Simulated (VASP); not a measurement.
# BP (P6_3/mmc) in VASP: settings compared

The runs below take BP through single point, with r2SCAN, PBE.

Program: VASP 6.6.1. These are calculated values, not measurements. Logs are shortened: lines on timing, memory, paths and dates and some standing lists are left out, and cuts for length are marked.

## Step 1: The cell of the first run

Symmetry: P6_3/mmc, No. 194, hexagonal system. The conventional cell has a = 3.172 Å, b = 3.172 Å, c = 8.381 Å, α = 90.00°, β = 90.00°, γ = 120.00°. Within 2.4 Å of B (site symmetry -6m2) lie 3 P at 1.83 Å. P (site symmetry -6m2) has 3 B at 1.83 Å within 2.4 Å.

## Step 2: Single point, r2SCAN (18.25 Å³/atom)

The input, POSCAR:

```
BP
1.0
    3.1715702108      0.0000000000      0.0000000000
   -1.5857851054      2.7466603724      0.0000000000
    0.0000000000      0.0000000000      8.3811001205
B P
2 2
Direct
    0.3333333333      0.6666666667      0.2500000000
    0.6666666667      0.3333333333      0.7500000000
    0.6666666667      0.3333333333      0.2500000000
    0.3333333333      0.6666666667      0.7500000000
```

The input, INCAR.step1:

```
SYSTEM = BP
PREC = Accurate
ENCUT = 520
ISMEAR = 0
SIGMA = 0.01
LREAL = .FALSE.
LASPH = .TRUE.
NELM = 80
NBANDS = 16
GGA = PE
ALGO = Normal
EDIFF = 1E-4
LWAVE = .TRUE.
LCHARG = .FALSE.
```

The input, INCAR.step2:

```
SYSTEM = BP
PREC = Accurate
ENCUT = 520
EDIFF = 1E-7
ISMEAR = 0
SIGMA = 0.01
LREAL = .FALSE.
LASPH = .TRUE.
NELM = 80
ALGO = Normal
ISIF = 2
LWAVE = .FALSE.
LCHARG = .TRUE.
METAGGA = R2SCAN
LMIXTAU = .TRUE.
LELF = .TRUE.
LVHAR = .TRUE.
NBANDS = 16
ISTART = 1
```

The input, KPOINTS:

```
regular mesh
0
G
  9 9 4
  0 0 0
```

Potentials or basis: VASP PAW PBE potentials, release 64 (B, P).

The run is started by

```bash
$ cat potpaw_PBE.64/B/POTCAR potpaw_PBE.64/P/POTCAR > POTCAR
$ cp INCAR.step1 INCAR
$ mpirun -np 1 vasp_std > vasp.out
$ cp INCAR.step2 INCAR
$ mpirun -np 1 vasp_std > vasp.out
```

OUTCAR:

```text
SYSTEM = BP
   PREC = Accurate
   ENCUT = 520
   EDIFF = 1E-7
   ISMEAR = 0
   LREAL = .FALSE.
   LASPH = .TRUE.
   NELM = 80
   ISIF = 2
   METAGGA = R2SCAN
   ISTART = 1

 ion  position               nearest neighbor table
   1  0.333  0.667  0.250-   3 1.83   3 1.83   3 1.83
   2  0.667  0.333  0.750-   4 1.83   4 1.83   4 1.83
   3  0.667  0.333  0.250-   1 1.83   1 1.83   1 1.83
   4  0.333  0.667  0.750-   2 1.83   2 1.83   2 1.83

  LATTYP: Found a hexagonal cell.
 ALAT       =     3.1715702108
 C/A-ratio  =     2.6425712071

  Lattice vectors:

 A1 = (   3.1715702108,   0.0000000000,   0.0000000000)
 A2 = (  -1.5857851054,   2.7466603724,   0.0000000000)
 A3 = (   0.0000000000,   0.0000000000,   8.3811001205)

Analysis of symmetry for initial positions (statically):
=====================================================================
 Subroutine PRICEL returns:
 Original cell was already a primitive cell.

 Routine SETGRP: Setting up the symmetry group for a
 hexagonal supercell.

 Subroutine GETGRP returns: Found 24 space group operations
 (whereof 12 operations were pure point group operations)
 out of a pool of 24 trial point group operations.

The static configuration has the point symmetry D_3d.
 The point group associated with its full space group is D_6h.

Analysis of symmetry for dynamics (positions and initial velocities):
=====================================================================
 Subroutine PRICEL returns:
 Original cell was already a primitive cell.

 Routine SETGRP: Setting up the symmetry group for a
 hexagonal supercell.

 Subroutine GETGRP returns: Found 24 space group operations
 (whereof 12 operations were pure point group operations)
 out of a pool of 24 trial point group operations.

The dynamic configuration has the point symmetry D_3d.
 The point group associated with its full space group is D_6h.

 Subroutine INISYM returns: Found 24 space group operations
 (whereof 12 operations are pure point group operations),
 and found     1 'primitive' translations

----------------------------------------------------------------------------------------

                                     Primitive cell

  volume of cell :      73.0097

  direct lattice vectors                    reciprocal lattice vectors
     3.171570211  0.000000000  0.000000000     0.315301234  0.182039252  0.000000000
    -1.585785105  2.746660372  0.000000000     0.000000000  0.364078504  0.000000000
     0.000000000  0.000000000  8.381100120     0.000000000  0.000000000  0.119316079

  length of vectors
     3.171570211  3.171570211  8.381100120     0.364078504  0.364078504  0.119316079

  position of ions in fractional coordinates (direct lattice)
     0.333333333  0.666666667  0.250000000
     0.666666667  0.333333333  0.750000000
     0.666666667  0.333333333  0.250000000
     0.333333333  0.666666667  0.750000000

  ion indices of the primitive-cell ions
   primitive index   ion index
                 1           1
                 2           2
                 3           3
                 4           4

----------------------------------------------------------------------------------------

 KPOINTS: regular mesh

Automatic generation of k-mesh.
 Grid dimensions read from file:
 generate k-points for:    9    9    4

 Generating k-lattice:

  Cartesian coordinates                     Fractional coordinates (reciprocal lattice)
     0.035033470  0.020226584  0.000000000     0.111111111  0.000000000  0.000000000
     0.000000000  0.040453167  0.000000000     0.000000000  0.111111111  0.000000000
     0.000000000  0.000000000  0.029829020     0.000000000  0.000000000  0.250000000

  Length of vectors
     0.040453167  0.040453167  0.029829020

  Shift w.r.t. Gamma in fractional coordinates (k-lattice)
     0.000000000  0.000000000  0.000000000

 Subroutine IBZKPT returns following result:
 ===========================================

 Found     36 irreducible k-points:

 Following reciprocal coordinates:
            Coordinates               Weight
  0.000000  0.000000  0.000000      1.000000
  0.111111  0.000000  0.000000      6.000000
  0.222222  0.000000  0.000000      6.000000
  0.333333  0.000000  0.000000      6.000000
  0.444444  0.000000  0.000000      6.000000
  0.111111  0.111111  0.000000      6.000000
[... 16 lines left out ...]
  0.333333  0.222222  0.250000     24.000000
  0.333333  0.333333  0.250000      4.000000
 [... further k-points ...]
   k-points           NKPTS =     36   k-points in BZ     NKDIM =     36   number of bands    NBANDS=     16
   number of dos      NEDOS =    301   number of ions     NIONS =      4
   total plane-waves  NPLWV =  36864
   dimension x,y,z NGX =    24 NGY =   24 NGZ =   64
   dimension x,y,z NGXF=    48 NGYF=   48 NGZF=  128
   ions per type =               2   2
   NGX,Y,Z   is equivalent  to a cutoff of  12.58, 12.58, 12.69 a.u.
   NGXF,Y,Z  is equivalent  to a cutoff of  25.16, 25.16, 25.39 a.u.
 SYSTEM =  BP
   PREC   = accura    normal or accurate (medium, high low for compatibility)
   ISTART =      1    job   : 0-new  1-cont  2-samecut
   ICHARG =      0    charge: 1-file 2-atom 10-const
   ISPIN  =      1    spin polarized calculation?
   LNONCOLLINEAR =      F non collinear calculations
   LSORBIT =      F    spin-orbit coupling
   LASPH  =      T    aspherical Exc in radial PAW
   ENCUT  =  520.0 eV  38.22 Ry    6.18 a.u.   5.90  5.90 15.58*2*pi/ulx,y,z
   NELM   =     80;   NELMIN=  2; NELMDL=  0     # of ELM steps
   EDIFF  = 0.1E-06   stopping-criterion for ELM
   LREAL  =      F    real-space projection
   EDIFFG = 0.1E-05   stopping-criterion for IOM
   NSW    =      0    number of steps for IOM
   IBRION =     -1    ionic relax: 0-MD 1-quasi-New 2-CG
   NFREE  =      0    steps in history (QN), initial steepest desc. (CG)
   ISIF   =      2    stress and relaxation
   ISYM   =      2    0-nonsym 1-usesym 2-fastsym
   POTIM  = 0.5000    time-step for ionic-motion
   TEBEG  =    0.0;   TEEND  =   0.0 temperature during run
   PSTRESS=    0.0 pullay stress
   NELECT =      16.0000    total number of electrons
   NUPDOWN=      -1.0000    fix difference up-down
   EMIN   =  10.00;   EMAX   =-10.00  energy-range for DOS
   EFERMI =   0.00;   METHOD = LEGACY
   ISMEAR =     0;   SIGMA  =   0.01  broadening in eV -4-tet -1-fermi 0-gaus
   EFERMI_NEDOS =   21; number of points for ismear=-14 and -15
   IALGO  =     38    algorithm
   IMIX   =      4    mixing-type and parameters
     AMIX     =   0.40;   BMIX     =  1.00
     AMIX_MAG =   1.60;   BMIX_MAG =  1.00
  volume/ion in A,a.u.               =      18.25       123.17
  Fermi-wavevector in a.u.,A,eV,Ry     =   0.987010  1.865178 13.254632  0.974188
  Thomas-Fermi vector in A             =   2.118432
   LORBIT       =      0    0 simple, 1 ext, 2 COOP (PROOUT), +10 PAW based schemes
   METAGGA = R2SCAN    functional components
   LHFCALC =     F    Hartree Fock is set to
   AEXX    =    0.0000 exact exchange contribution
   IVDW    =     0    specifies the selected vdW correction
   LEPSILON=     F    determine dielectric tensor
   LRPA    =     F    only Hartree local field effects (RPA)
 non-spin polarized calculation
 Gauss-broadening in eV      SIGMA  =   0.01
  energy-cutoff  :      520.00
  volume of cell :       73.01
 maximum number of plane-waves:      1982
 NGX is ok and might be reduce to    24
   NGX = 11   NGY = 11   NGZ = 31

 number of electron      16.0000002 magnetization

 Free energy of the ion-electron system (eV)
  ---------------------------------------------------
  ext. energy  EPLUGINS =         0.00000000
  ---------------------------------------------------
  free energy    TOTEN  =       -33.00126308 eV

  energy without entropy =      -33.00126308  energy(sigma->0) =      -33.00126308

 E-fermi :   2.6774     XC(G=0):  -8.9513

 val. band max:        2.5922068636   @ k =   0.3333   0.3333   0.5000
 cond. band min:       3.6257143171   @ k =   0.3333   0.3333   0.5000
 fundamental gap:      1.0335074535
 Fermi energy:         2.6774134899

 k-point     1 :       0.0000    0.0000    0.0000
  band No.  band energies     occupation
      1     -12.0839      2.00000
      2     -11.9436      2.00000
      3      -2.5355      2.00000
      4      -1.2205      2.00000
      5       0.8532      2.00000
      6       0.8532      2.00000
[... 8 lines left out ...]
     15       9.6126      0.00000
     16      11.7349      0.00000

 k-point     2 :       0.1111    0.0000    0.0000
  band No.  band energies     occupation
      1     -11.8786      2.00000
      2     -11.7398      2.00000
      3      -2.3095      2.00000
      4      -1.0041      2.00000
      5      -0.1075      2.00000
      6      -0.0583      2.00000
[... 8 lines left out ...]
     15      10.4856      0.00000
     16      10.9674      0.00000

 k-point     3 :       0.2222    0.0000    0.0000
  band No.  band energies     occupation
      1     -11.2722      2.00000
      2     -11.1381      2.00000
      3      -2.1432      2.00000
      4      -2.0709      2.00000
      5      -1.6403      2.00000
      6      -0.3661      2.00000
[... 8 lines left out ...]
     15      10.5902      0.00000
     16      11.5014      0.00000

 k-point     4 :       0.3333    0.0000    0.0000
  band No.  band energies     occupation
      1     -10.3092      2.00000
      2     -10.1848      2.00000
      3      -4.3159      2.00000
      4      -4.2279      2.00000
      5      -0.9121      2.00000
      6      -0.8663      2.00000
[... 8 lines left out ...]
     15      12.7502      0.00000
     16      13.2373      0.00000
[... 324 lines left out ...]
 k-point    22 :       0.2222    0.2222    0.2500
  band No.  band energies     occupation
      1      -9.7383      2.00000
      2      -9.6553      2.00000
      3      -4.4942      2.00000
      4      -4.4361      2.00000
      5      -2.6518      2.00000
      6      -2.5980      2.00000
[... 8 lines left out ...]
     15      10.6177      0.00000
     16      10.9426      0.00000

 k-point    23 :       0.3333    0.2222    0.2500
  band No.  band energies     occupation
      1      -8.7043      2.00000
      2      -8.6450      2.00000
      3      -5.7617      2.00000
      4      -5.7119      2.00000
      5      -3.3752      2.00000
      6      -3.3161      2.00000
[... 8 lines left out ...]
     15      11.2340      0.00000
     16      11.7803      0.00000

 k-point    24 :       0.3333    0.3333    0.2500
  band No.  band energies     occupation
      1      -8.1748      2.00000
      2      -8.1748      2.00000
      3      -5.9173      2.00000
      4      -5.9173      2.00000
      5      -4.1569      2.00000
      6      -4.0900      2.00000
[... 8 lines left out ...]
     15      11.7447      0.00000
     16      12.1862      0.00000

 [... further k-points ...]

------------------------ aborting loop because EDIFF is reached ----------------------------------------

  FORCE on cell =-STRESS in cart. coord.  units (eV):
  Direction    XX          YY          ZZ          XY          YZ          ZX
  --------------------------------------------------------------------------------------
  -------------------------------------------------------------------------------------
  Total        1.9956217      1.9956217     -0.0016691     -0.0000000      0.0000000      0.0000000
  in kB       43.7933806     43.7933806     -0.0366275     -0.0000000      0.0000000      0.0000000
  external PRESSURE =      29.1833779 kB  Pullay stress =       0.0000000 kB

 VOLUME and BASIS-vectors are now :
 -----------------------------------------------------------------------------
  energy-cutoff  :      520.00
  volume of cell :       73.01
      direct lattice vectors                 reciprocal lattice vectors
     3.171570211  0.000000000  0.000000000     0.315301234  0.182039252  0.000000000
    -1.585785105  2.746660372  0.000000000     0.000000000  0.364078504  0.000000000
     0.000000000  0.000000000  8.381100120     0.000000000  0.000000000  0.119316079

 POSITION                                       TOTAL-FORCE (eV/Angst)
 -----------------------------------------------------------------------------------
     -0.00000      1.83111      2.09528         0.000000      0.000000     -0.000000
      1.58579      0.91555      6.28583        -0.000000      0.000000     -0.000000
      1.58579      0.91555      2.09528         0.000000      0.000000      0.000000
     -0.00000      1.83111      6.28583        -0.000000      0.000000     -0.000000
 -----------------------------------------------------------------------------------
    total drift:                               -0.000000      0.000000     -0.000000

  FREE ENERGIE OF THE ION-ELECTRON SYSTEM (eV)
  ---------------------------------------------------
  free  energy   TOTEN  =       -33.0012630771 eV

  energy  without entropy=      -33.0012630771  energy(sigma->0) =      -33.00126308
```

Run time: 1.7 min. Hardware: 1 thread of AMD EPYC 9R45 (Zen 5), shared host; peak memory 0.17 GiB.

Results:

```
Free energy            : -33.0013 eV
Pressure               : 2.9 GPa
Band gap on the k mesh : 1.03 eV
```

Stress tensor (GPa, compression positive):
```
4.38 0.00 0.00
0.00 4.38 0.00
0.00 0.00 0.00
```

Levels at points of the mesh, in eV from the valence-band top:
```
           k point  band 5  band 6  band 7  band 8  band 9  band 10  band 11  band 12
(0.00, 0.00, 0.00)   -1.74   -1.74   -1.71   -1.71    3.52     5.07     5.07     5.15
(0.00, 0.00, 0.50)   -1.72   -1.72   -1.72   -1.72    5.11     5.11     5.11     5.11
```

Caveat: the PAW data sets were made with another functional, which shifts forces and pressure a little.

## Step 3: Single point, PBE

This run uses another cell than the first one, of 18.82 Å³/atom.

The input, INCAR:

```
SYSTEM = BP
ALGO = Normal ; EDIFF = 1E-7
ENCUT = 520 ; GGA = PE
ISIF = 2 ; ISMEAR = 0
LASPH = .TRUE. ; LCHARG = .FALSE.
LREAL = .FALSE. ; LWAVE = .FALSE.
NBANDS = 16 ; NELM = 60
PREC = Accurate ; SIGMA = 0.01
```

The input, KPOINTS:

```
k-points
0
G
  12 12 4
  0 0 0
```

The input, POSCAR:

```
BP
1.0
    3.2039354075      0.0000000000      0.0000000000
   -1.6019677038      2.7746894549      0.0000000000
    0.0000000000      0.0000000000      8.4666274574
B P
2 2
Direct
    0.3333333333      0.6666666667      0.2500000000
    0.6666666667      0.3333333333      0.7500000000
    0.6666666667      0.3333333333      0.2500000000
    0.3333333333      0.6666666667      0.7500000000
```

Potentials or basis: VASP PAW PBE potentials, release 64 (B, P).

The run is started by

```bash
$ cat potpaw_PBE.64/B/POTCAR potpaw_PBE.64/P/POTCAR > POTCAR
$ mpirun -np 1 vasp_std > vasp.out
```

Wall time 37 s (1 thread of AMD EPYC 9R45 (Zen 5), shared host); peak memory 0.18 GiB.

It converged, with:

* Free energy: -24.3262 eV
* Pressure: 1.0 GPa
* Band gap on the k mesh: 0.88 eV

Stress tensor (GPa, compression positive):
```
1.13 0.00 0.00
0.00 1.13 0.00
0.00 0.00 0.73
```

Levels at points of the mesh, in eV from the valence-band top:
| k point | band 6 | band 7 | band 8 | band 9 | band 10 | band 11 |
| --- | --- | --- | --- | --- | --- | --- |
| (0.00, 0.00, 0.00) | -1.64 | -1.61 | -1.61 | 3.41 | 4.68 | 4.68 |
| (0.50, 0.00, 0.00) | -3.60 | -1.49 | -0.59 | 0.98 | 2.07 | 2.81 |
| (0.00, 0.00, 0.50) | -1.62 | -1.62 | -1.62 | 4.71 | 4.71 | 4.71 |
| (0.50, 0.00, 0.50) | -3.62 | -1.07 | -1.07 | 1.45 | 1.45 | 2.89 |

Caveat: this functional lacks dispersion, which binds layers or chains, so the pressure and a relaxed spacing across them are unreliable. A k mesh can miss the band edges.

## Step 4: Single point, r2SCAN

This run uses another cell than the first one, of 18.82 Å³/atom.

POSCAR is that of step 3.

The input, INCAR.step1:

```
SYSTEM = BP
PREC = Accurate ; ENCUT = 520
ISMEAR = 0 ; SIGMA = 0.01
LREAL = .FALSE. ; LASPH = .TRUE.
NELM = 60 ; NBANDS = 16
GGA = PE ; ALGO = Normal
EDIFF = 1E-4 ; LWAVE = .TRUE.
LCHARG = .FALSE.
```

The input, INCAR.step2:

```
SYSTEM = BP
PREC = Accurate ; ENCUT = 520
EDIFF = 1E-7 ; ISMEAR = 0
SIGMA = 0.01 ; LREAL = .FALSE.
LASPH = .TRUE. ; NELM = 60
ALGO = Normal ; ISIF = 2
LWAVE = .FALSE. ; LCHARG = .TRUE.
METAGGA = R2SCAN ; LMIXTAU = .TRUE.
LELF = .TRUE. ; LVHAR = .TRUE.
NBANDS = 16 ; ISTART = 1
```

The input, KPOINTS:

```
Automatic mesh
0
G
  9 9 4
  0 0 0
```

The run is started by

```bash
$ cat potpaw_PBE.64/B/POTCAR potpaw_PBE.64/P/POTCAR > POTCAR
$ cp INCAR.step1 INCAR
$ mpirun -np 1 vasp_std > vasp.out
$ cp INCAR.step2 INCAR
$ mpirun -np 1 vasp_std > vasp.out
```

Wall time 1.9 min (1 thread of AMD EPYC 9R45 (Zen 5), shared host); peak memory 0.17 GiB.

Results (log left out):

| Quantity | Value |
| --- | --- |
| Free energy | -33.0196 eV |
| Pressure | -0.4 GPa |
| Band gap on the k mesh | 1.07 eV |

Stress tensor (GPa, compression positive):
```
-0.48  0.00  0.00
 0.00 -0.48  0.00
 0.00  0.00 -0.10
```

Levels at points of the mesh, in eV from the valence-band top:
| k point | band 6 | band 7 | band 8 | band 9 | band 10 | band 11 |
| --- | --- | --- | --- | --- | --- | --- |
| (0.00, 0.00, 0.00) | -1.75 | -1.72 | -1.72 | 3.58 | 4.99 | 4.99 |
| (0.00, 0.00, 0.50) | -1.73 | -1.73 | -1.73 | 5.03 | 5.03 | 5.03 |

Caveat: the PAW data sets were made with another functional, which shifts forces and pressure a little. A k mesh can miss the band edges.

## Step 5: Single point, r2SCAN (19.38 Å³/atom)

This run uses another cell than the first one, of 19.38 Å³/atom.

The input, POSCAR:

```
BP
1.0
    3.2356596034      0.0000000000      0.0000000000
   -1.6178298017      2.8021634145      0.0000000000
    0.0000000000      0.0000000000      8.5504609041
B P
2 2
Direct
    0.3333333333      0.6666666667      0.2500000000
    0.6666666667      0.3333333333      0.7500000000
    0.6666666667      0.3333333333      0.2500000000
    0.3333333333      0.6666666667      0.7500000000
```

The input, INCAR.step1:

```
SYSTEM = BP
PREC     = Accurate       ! precision mode
ENCUT    = 520            ! plane-wave cutoff, eV
ISMEAR   = 0              ! smearing method
SIGMA    = 0.01           ! smearing width, eV
LREAL    = .False.        ! projectors in reciprocal space
LASPH    = .True.         ! aspherical terms in the spheres
NELM     = 100            ! most SCF steps
NBANDS   = 16             ! bands
GGA      = PE             ! functional
ALGO     = Normal         ! electronic algorithm
EDIFF    = 1E-4           ! SCF threshold, eV
LWAVE    = .True.         ! write WAVECAR
LCHARG   = .False.        ! write CHGCAR
```

The input, INCAR.step2:

```
SYSTEM = BP
PREC     = Accurate       ! precision mode
ENCUT    = 520            ! plane-wave cutoff, eV
EDIFF    = 1E-6           ! SCF threshold, eV
ISMEAR   = 0              ! smearing method
SIGMA    = 0.01           ! smearing width, eV
LREAL    = .False.        ! projectors in reciprocal space
LASPH    = .True.         ! aspherical terms in the spheres
NELM     = 100            ! most SCF steps
ALGO     = Normal         ! electronic algorithm
ISIF     = 2              ! what is computed and relaxed
LWAVE    = .False.        ! write WAVECAR
LCHARG   = .False.        ! write CHGCAR
METAGGA  = R2SCAN         ! meta-GGA
LMIXTAU  = .True.       
NBANDS   = 16             ! bands
ISTART   = 1
```

The input, KPOINTS:

```
Automatic mesh
0
Gamma
  9 9 4
  0 0 0
```

The run is started by

```bash
$ cat potpaw_PBE.64/B/POTCAR potpaw_PBE.64/P/POTCAR > POTCAR
$ cp INCAR.step1 INCAR
$ mpirun -np 1 vasp_std > vasp.out
$ cp INCAR.step2 INCAR
$ mpirun -np 1 vasp_std > vasp.out
```

It took 98 s on 1 thread of AMD EPYC 9R45 (Zen 5), shared host; peak memory 0.17 GiB.

Results (log left out):

| Quantity | Value |
| --- | --- |
| Free energy | -32.9948 eV |
| Pressure | -3.2 GPa |
| Band gap on the k mesh | 1.11 eV |

Stress tensor (GPa, compression positive):
```
-4.70  0.00  0.00
 0.00 -4.70  0.00
 0.00  0.00 -0.17
```

Levels at points of the mesh, in eV from the valence-band top:
```tsv
k point	band 6	band 7	band 8	band 9	band 10	band 11
(0.00, 0.00, 0.00)	-1.76	-1.73	-1.73	3.64	4.92	4.92
(0.00, 0.00, 0.50)	-1.74	-1.74	-1.74	4.95	4.95	4.95
```

Caveat: the cell stands under tension; the PAW data sets were made with another functional, which shifts forces and pressure a little. A k mesh can miss the band edges.

(Continued in part 2 of 2.)
